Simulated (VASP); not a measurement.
Set up this calculation in VASP 6.6.1, as the native input.

```yaml
Task: single point
Functional: PBEsol
Dispersion: D3(BJ)
Potentials_or_basis: VASP PAW PBE potentials, release 64 (Hf_pv, N)
Cutoff: 600 eV
k_mesh: 8 × 8 × 4
Occupations: fermi-dirac, width 0.1 eV
Spin: no spin polarisation
Dipole_correction: no
Further_INCAR_settings: ALGO = Normal; EDIFF = 1e-06; NBANDS = 23
```

The structure of HfN lies in POSCAR:

```
HfN
1.0
    3.1339080000      0.0000000000      0.0000000000
   -1.5669540000      2.7140439411      0.0000000000
    0.0000000000      0.0000000000      5.4167680000
Hf N
2 2
Direct
    0.6666670000      0.3333330000      0.7500000000
    0.3333330000      0.6666670000      0.2500000000
    0.0000000000      0.0000000000      0.0000000000
    0.0000000000      0.0000000000      0.5000000000
```

One way to write it, as run:

INCAR

```
PREC = Accurate
ENCUT = 600
EDIFF = 1E-6
ISMEAR = -1
SIGMA = 0.1
LREAL = F
LASPH = T
NELM = 120
ALGO = Normal
ISIF = 2
LWAVE = F
LCHARG = T
GGA = PS
IVDW = 12
LELF = T
LVHAR = T
NBANDS = 23
GGA_COMPAT = F
```

KPOINTS

```
Automatic mesh
0
Gamma
  8 8 4
```

Potentials or basis: VASP PAW PBE potentials, release 64 (Hf_pv, N).

Run with:

```sh
$ cat potpaw_PBE.64/Hf_pv/POTCAR potpaw_PBE.64/N/POTCAR > POTCAR
$ mpirun -np 1 vasp_std > vasp.out
```

Results of the run:

| Item | Value |
| --- | --- |
| Pressure | -9.8 GPa |
| Band gap on the k mesh | zero (band 15 reaches 9.62 eV, above the bottom of band 16 at 7.31 eV) |
| Dispersion energy per atom | -0.388 eV |

Caveat: three body term missing; the PAW data sets were made with another functional, which shifts forces and pressure a little; spin-orbit coupling is left out, which moves the levels of the heavy elements; pairwise dispersion overbinds metals, which lowers pressure and volume.

Run time: 88 s on 1 thread of Intel Xeon 8259CL (shared host), peak memory 0.21 GiB.
